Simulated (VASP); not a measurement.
# Hf4Pt: relaxation of cell and atoms with PBE

The system is Hf4Pt.

```
Hf Pt
1.0
     4.85147    0.00000    0.00000
    -2.42573    4.20149    0.00000
     0.00000    0.00000    5.58442
Hf Pt
4 1
Direct
  0.33333 0.66667 0.75429
  0.33333 0.66667 0.24571
  0.66667 0.33333 0.24571
  0.66667 0.33333 0.75429
  0.00000 0.00000 0.00000
```

The cell was generated, and may not be a known phase.

```yaml
Program: VASP 6.6.1
Task: relaxation of cell and atoms
Functional: PBE
Potentials_or_basis: VASP PAW PBE potentials, release 64 (Hf_pv, Pt)
Cutoff: 600 eV
k_mesh: 12 × 12 × 8
Occupations: gaussian, width 0.1 eV
Spin: no spin polarisation
Dipole_correction: no
Further_INCAR_settings: ALGO = Fast; EDIFF = 1e-07; IBRION = 2; EDIFFG = -0.01; NSW = 100; ISIF = 3
```

| Item | Value |
| --- | --- |
| Relaxed volume | 22.63 Å³/atom |
| Relaxed cell | a = 4.843 Å, b = 4.843 Å, c = 5.572 Å, α = 90.00°, β = 90.00°, γ = 120.00° |
| Space group after relaxing (to 0.1 Å) | P6/mmm (No. 191) |
| Energy gained by relaxing | 0.2 meV/atom |
| Ionic steps | 3 |
| Pressure after relaxing | 0.0 GPa |
| Largest force after relaxing | 0.004 eV/Å |
| Band gap on the k mesh | zero (bands 25 and 26 overlap by 1.19 eV) |

Forces on the atoms (eV/Å):
```
Hf   0.000  0.000 -0.004
Hf   0.000  0.000  0.004
Hf   0.000  0.000  0.004
Hf   0.000  0.000 -0.004
Pt   0.000  0.000  0.000
```

The path:
```tsv
step	energy change (eV)	largest force (eV/Å)	pressure (GPa)	volume (Å³)
1	0.0000	0.0238	-0.50	113.83
2	-0.0003	0.0262	0.46	112.66
3	-0.0011	0.0038	0.00	113.17
```

Final structure:
```yaml
crystal:
  lattice:
    - [4.84299, 0.00000, 0.00000]
    - [-2.42150, 4.19415, 0.00000]
    - [0.00000, 0.00000, 5.57174]
  atoms:
    - { symbol: Hf, position: [0.33333, 0.66667, 0.75440] }
    - { symbol: Hf, position: [0.33333, 0.66667, 0.24560] }
    - { symbol: Hf, position: [0.66667, 0.33333, 0.24560] }
    - { symbol: Hf, position: [0.66667, 0.33333, 0.75440] }
    - { symbol: Pt, position: [0.00000, 0.00000, 0.00000] }
```

Levels at points of the mesh, in eV from the Fermi level:
```csv
k point,band 23,band 24,band 25,band 26,band 27,band 28
"(0.00, 0.00, 0.00)",-0.79,-0.63,-0.63,0.71,0.84,0.84
"(0.50, 0.00, 0.00)",-0.73,-0.44,-0.44,-0.42,0.03,0.96
"(0.00, 0.00, 0.50)",-0.20,0.19,0.73,0.73,0.78,1.53
"(0.50, 0.00, 0.50)",-1.23,-0.53,-0.28,0.21,0.57,0.76
```

Run time: 37 min on 1 thread of Intel Xeon 8259CL, on a shared host, peak memory 0.53 GiB.

Caveat: spin-orbit coupling is left out, which moves the levels of the heavy elements.
